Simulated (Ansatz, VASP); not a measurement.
**CdF2: VASP beside Ansatz**

Contents of INCAR:

```
SYSTEM = CdF2
ALGO = Normal
EDIFF = 1E-6
ENCUT = 520
GGA = PE
ISIF = 2
ISMEAR = -1
LASPH = .TRUE.
LCHARG = .FALSE.
LREAL = .FALSE.
LWAVE = .FALSE.
NBANDS = 20
NELM = 100
PREC = Accurate
SIGMA = 0.05
```

KPOINTS

```
k-points
0
G
  11 11 11
  0 0 0
```

File POSCAR:

```
CdF2
1.0
    0.0000000000      2.7203927178      2.7818305164
    2.7203927178      0.0000000000      2.7818305164
    2.7203927178      2.7203927178      0.0000000000
Cd F
1 2
Direct
    0.0000000000      0.0000000000      0.0000000000
    0.2500000000      0.2500000000      0.2500000000
    0.7500000000      0.7500000000      0.7500000000
```

Input for Ansatz:

```yaml
crystal:
  lattice:
    - [0.0, 2.7203927178, 2.7818305164]
    - [2.7203927178, 0.0, 2.7818305164]
    - [2.7203927178, 2.7203927178, 0.0]
  atoms:
    - { symbol: Cd, position: [0.0, 0.0, 0.0] }
    - { symbol: F, position: [0.25, 0.25, 0.25] }
    - { symbol: F, position: [0.75, 0.75, 0.75] }
kpoints:
  mp_grid: { grid: [11, 11, 11] }
scf:
  occupations: { method: fermi_dirac, width: 0.05 }
hamiltonian:
  xc: pbe
  pseudopotentials: { kind: all_electron, lapw: { basis_error: 0.001 } }
output:
  forces: true
  stress: true
  eigenvalues: true
```

Change from the starting cell: z stretched by +1.5 % at fixed volume.

Alike in both runs: task single point; functional PBE; k mesh 11 × 11 × 11; occupations fermi-dirac, width 0.05 eV; no spin polarisation.

```csv
,VASP,Ansatz
version,VASP 6.6.1,Ansatz 0.2.0
potentials or method,"VASP PAW PBE potentials, release 64 (Cd, F), cutoff 520 eV","all-electron LAPW, scalar-relativistic"
```

|  | VASP | Ansatz | Ansatz less VASP |
| --- | --- | --- | --- |
| gap on the k mesh at the Fermi level (eV) | 2.88 | 2.91 | +0.024 |
| pressure (GPa) | 0.5 | 0.0 | -0.57 |
| traceless stress, the component that is largest in VASP (GPa) | -1.54 | -1.56 | -0.021 |

Ansatz ran all-electron here, and VASP with PAW potentials.
